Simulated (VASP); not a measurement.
# SnBi3O (P-62m) in VASP: single point with PBE

Aim: the single point of SnBi3O with PBE.

All numbers are computed with VASP 6.6.1; they aren't measurements. Logs are shortened: lines on timing, memory, paths and dates and some standing lists are left out, and cuts for length are marked.

## Step 1: The cell of the first run

Symmetry: P-62m, No. 189, hexagonal system. The conventional cell has a = 5.075 Å, b = 5.075 Å, c = 5.708 Å, α = 90.00°, β = 90.00°, γ = 120.00°. Within 3.1 Å of Sn (site symmetry -62m) lie 6 Bi at 2.35 to 2.72 Å and 2 O at 2.85 Å. Within 3.1 Å of Bi (site symmetry m2m) lie 2 Sn at 2.35 to 2.72 Å and 4 Bi at 2.56 Å. Within 4.0 Å of O (site symmetry -62m) lie 2 Sn at 2.85 Å and 12 Bi at 3.70 to 3.94 Å.

The cell was generated, and may not be a known phase.

## Step 2: Single point, PBE

The input, INCAR:

```
SYSTEM = SnBi3O
PREC = Accurate
ENCUT = 520
EDIFF = 1E-6
ISMEAR = 0
SIGMA = 0.1
LREAL = .False.
LASPH = .True.
NELM = 100
ALGO = Fast
ISIF = 2
LWAVE = .False.
LCHARG = .False.
GGA = PE
NBANDS = 40
```

The input, KPOINTS:

```
regular mesh
0
Gamma
  6 6 4
  0 0 0
```

The input, POSCAR:

```
SnBi3O
1.0
    5.0747379700      0.0000000000      0.0000000000
   -2.5373689900      4.3948520000      0.0000000000
    0.0000000000      0.0000000000      5.7082882200
Sn Bi O
1 3 1
Direct
    0.0000000000      0.0000000000      0.5000000000
    0.4640067700      0.0000000000      0.5000000000
    0.0000000000      0.4640067700      0.5000000000
    0.5359932300      0.5359932300      0.5000000000
    0.0000000000      0.0000000000      0.0000000000
```

Potentials or basis: VASP PAW PBE potentials, release 64 (Sn_d, Bi_d, O).

The run is started by

```sh
$ cat potpaw_PBE.64/Sn_d/POTCAR potpaw_PBE.64/Bi_d/POTCAR potpaw_PBE.64/O/POTCAR > POTCAR
$ mpirun -np 1 vasp_std > vasp.out
```

OUTCAR:

```text
SYSTEM = SnBi3O
   PREC = Accurate
   ENCUT = 520
   EDIFF = 1E-6
   ISMEAR = 0
   LREAL = .False.
   LASPH = .True.
   NELM = 100
   ISIF = 2
   GGA = PE

 ion  position               nearest neighbor table
   1  0.000  0.000  0.500-   4 2.35   2 2.35   3 2.35   4 2.72   2 2.72   3 2.72   5 2.85   5 2.85

   2  0.464  0.000  0.500-   1 2.35   3 2.56   3 2.56   4 2.56   4 2.56   1 2.72
   3  0.000  0.464  0.500-   1 2.35   2 2.56   2 2.56   4 2.56   4 2.56   1 2.72
   4  0.536  0.536  0.500-   1 2.35   3 2.56   3 2.56   2 2.56   2 2.56   1 2.72
   5  0.000  0.000  0.000-   1 2.85   1 2.85

  LATTYP: Found a hexagonal cell.
 ALAT       =     5.0747379700
 C/A-ratio  =     1.1248439336

  Lattice vectors:

 A1 = (   5.0747379700,   0.0000000000,   0.0000000000)
 A2 = (  -2.5373689900,   4.3948520000,   0.0000000000)
 A3 = (   0.0000000000,   0.0000000000,   5.7082882200)

Analysis of symmetry for initial positions (statically):
=====================================================================
 Subroutine PRICEL returns:
 Original cell was already a primitive cell.

 Routine SETGRP: Setting up the symmetry group for a
 hexagonal supercell.

 Subroutine GETGRP returns: Found 12 space group operations
 (whereof 12 operations were pure point group operations)
 out of a pool of 24 trial point group operations.

The static configuration has the point symmetry D_3h.

Analysis of symmetry for dynamics (positions and initial velocities):
=====================================================================
 Subroutine PRICEL returns:
 Original cell was already a primitive cell.

 Routine SETGRP: Setting up the symmetry group for a
 hexagonal supercell.

 Subroutine GETGRP returns: Found 12 space group operations
 (whereof 12 operations were pure point group operations)
 out of a pool of 24 trial point group operations.

The dynamic configuration has the point symmetry D_3h.

 Subroutine INISYM returns: Found 12 space group operations
 (whereof 12 operations are pure point group operations),
 and found     1 'primitive' translations

----------------------------------------------------------------------------------------

                                     Primitive cell

[... 90 lines left out ...]
   ENCUT  =  520.0 eV  38.22 Ry    6.18 a.u.   9.44  9.44 10.61*2*pi/ulx,y,z
   NELM   =    100;   NELMIN=  2; NELMDL= -5     # of ELM steps
   EDIFF  = 0.1E-05   stopping-criterion for ELM
   LREAL  =      F    real-space projection
   EDIFFG = 0.1E-04   stopping-criterion for IOM
   NSW    =      0    number of steps for IOM
   IBRION =     -1    ionic relax: 0-MD 1-quasi-New 2-CG
   NFREE  =      0    steps in history (QN), initial steepest desc. (CG)
   ISIF   =      2    stress and relaxation
   ISYM   =      2    0-nonsym 1-usesym 2-fastsym
   POTIM  = 0.5000    time-step for ionic-motion
   TEBEG  =    0.0;   TEEND  =   0.0 temperature during run
   PSTRESS=    0.0 pullay stress
   NELECT =      65.0000    total number of electrons
   NUPDOWN=      -1.0000    fix difference up-down
   EMIN   =  10.00;   EMAX   =-10.00  energy-range for DOS
   EFERMI =   0.00;   METHOD = LEGACY
   ISMEAR =     0;   SIGMA  =   0.10  broadening in eV -4-tet -1-fermi 0-gaus
   EFERMI_NEDOS =   21; number of points for ismear=-14 and -15
   IALGO  =     68    algorithm
   IMIX   =      4    mixing-type and parameters
     AMIX     =   0.40;   BMIX     =  1.00
     AMIX_MAG =   1.60;   BMIX_MAG =  1.00
  volume/ion in A,a.u.               =      25.46       171.83
  Fermi-wavevector in a.u.,A,eV,Ry     =   1.308453  2.472617 23.293833  1.712048
  Thomas-Fermi vector in A             =   2.439119
   LORBIT       =      0    0 simple, 1 ext, 2 COOP (PROOUT), +10 PAW based schemes
   GGA     = PE    functional components
   LHFCALC =     F    Hartree Fock is set to
   AEXX    =    0.0000 exact exchange contribution
   IVDW    =     0    specifies the selected vdW correction
   LEPSILON=     F    determine dielectric tensor
   LRPA    =     F    only Hartree local field effects (RPA)
 non-spin polarized calculation
 RMM-DIIS sequential band-by-band and
 Gauss-broadening in eV      SIGMA  =   0.10
  energy-cutoff  :      520.00
  volume of cell :      127.31
 maximum number of plane-waves:      3453
 NGX is ok and might be reduce to    40
   NGX = 19   NGY = 19   NGZ = 21

 number of electron      64.9999987 magnetization

 Free energy of the ion-electron system (eV)
  ---------------------------------------------------
  ext. energy  EPLUGINS =         0.00000000
  ---------------------------------------------------
  free energy    TOTEN  =         1.17784778 eV

  energy without entropy =        1.19925885  energy(sigma->0) =        1.18855331

 E-fermi :   7.2992     XC(G=0):  -9.4741

 val. band max:        7.2979550048   @ k =   0.3333   0.1667   0.2500
 cond. band min:       7.3311839798   @ k =   0.3333  -0.0000   0.5000
 fundamental gap:      0.0332289750
 Fermi energy:         7.2992361611

 k-point     1 :       0.0000    0.0000    0.0000
  band No.  band energies     occupation
      1     -18.9419      2.00000
      2     -18.7507      2.00000
      3     -18.7507      2.00000
      4     -18.2012      2.00000
      5     -17.7338      2.00000
      6     -17.7338      2.00000
[... 892 lines left out ...]
     39      12.5924      0.00000
     40      12.5925      0.00000

------------------------ aborting loop because EDIFF is reached ----------------------------------------

  FORCE on cell =-STRESS in cart. coord.  units (eV):
  Direction    XX          YY          ZZ          XY          YZ          ZX
  --------------------------------------------------------------------------------------
  -------------------------------------------------------------------------------------
  Total       97.9068223     97.9068223     -9.8954253     -0.0000001      0.0000000      0.0000000
  in kB     1232.1391784   1232.1391786   -124.5320899     -0.0000014      0.0000000      0.0000000
  external PRESSURE =     779.9154223 kB  Pullay stress =       0.0000000 kB

 VOLUME and BASIS-vectors are now :
 -----------------------------------------------------------------------------
  energy-cutoff  :      520.00
  volume of cell :      127.31
      direct lattice vectors                 reciprocal lattice vectors
     5.074737970  0.000000000  0.000000000     0.197054509  0.113769474  0.000000000
    -2.537368990  4.394852000  0.000000000     0.000000000  0.227538948  0.000000000
     0.000000000  0.000000000  5.708288220     0.000000000  0.000000000  0.175183866

 POSITION                                       TOTAL-FORCE (eV/Angst)
 -----------------------------------------------------------------------------------
      0.00000      0.00000      2.85414         0.000000      0.000000      0.000000
      2.35471      0.00000      2.85414         2.209361      0.000000      0.000000
     -1.17736      2.03924      2.85414        -1.104681      1.913363     -0.000000
      1.36001      2.35561      2.85414        -1.104681     -1.913363      0.000000
      0.00000      0.00000      0.00000        -0.000000      0.000000      0.000000
 -----------------------------------------------------------------------------------
    total drift:                               -0.000002     -0.000003      0.000001

  FREE ENERGIE OF THE ION-ELECTRON SYSTEM (eV)
  ---------------------------------------------------
  free  energy   TOTEN  =         1.1778477820 eV

  energy  without entropy=        1.1992588458  energy(sigma->0) =        1.18855331
```

stdout:

```text
POSCAR found type information on POSCAR SnBiO
 POSCAR found :  3 types and       5 ions
 scaLAPACK will be used
 LDA part: xc-table for (Slater+PW92), standard interpolation
 POSCAR, INCAR and KPOINTS ok, starting setup
 FFT: planning ... GRIDC
 FFT: planning ... GRID_SOFT
 FFT: planning ... GRID
 WAVECAR not read
 entering main loop
WARNING in EDDRMM: call to ZHEGV failed, returncode =   8  4     35
WARNING in EDDRMM: call to ZHEGV failed, returncode =   6  3     32
```

It took 4.9 min on 1 thread of Oxide Virtual Turin-like, shared host; peak memory 0.27 GiB.

Results:

| Item | Value |
| --- | --- |
| Free energy | 1.1778 eV |
| Pressure | 78.0 GPa |
| Largest force | 2.209 eV/Å |
| Band gap on the k mesh | zero (an odd number of electrons rules out a gap without spin polarisation) |

Forces on the atoms (eV/Å):
```
Sn   0.000  0.000  0.000
Bi   2.209  0.000  0.000
Bi  -1.105  1.913  0.000
Bi  -1.105 -1.913  0.000
O    0.000  0.000  0.000
```

Levels at points of the mesh, in eV from the Fermi level:
| k point | band 30 | band 31 | band 32 | band 33 | band 34 | band 35 | band 36 | band 37 |
| --- | --- | --- | --- | --- | --- | --- | --- | --- |
| (0.00, 0.00, 0.00) | -1.33 | -0.40 | -0.40 | 0.89 | 0.89 | 2.84 | 3.39 | 5.82 |
| (0.50, 0.00, 0.00) | -0.99 | -0.89 | -0.59 | -0.41 | 0.49 | 1.18 | 2.91 | 3.62 |
| (0.00, 0.00, 0.50) | -0.67 | -0.55 | -0.55 | 0.72 | 0.72 | 1.98 | 5.21 | 5.79 |
| (0.50, 0.00, 0.50) | -1.00 | -0.86 | -0.42 | -0.20 | 0.68 | 1.16 | 1.74 | 3.72 |

Caveat: the stress differs along the axes, from -12 to 123 GPa; spin-orbit coupling is left out, which moves the levels of the heavy elements; forces of over 1 eV/Å act on the atoms, so gaps and moduli don't describe the material at rest.

The gap in the log of VASP goes by the Fermi energy; the results here count the filled bands.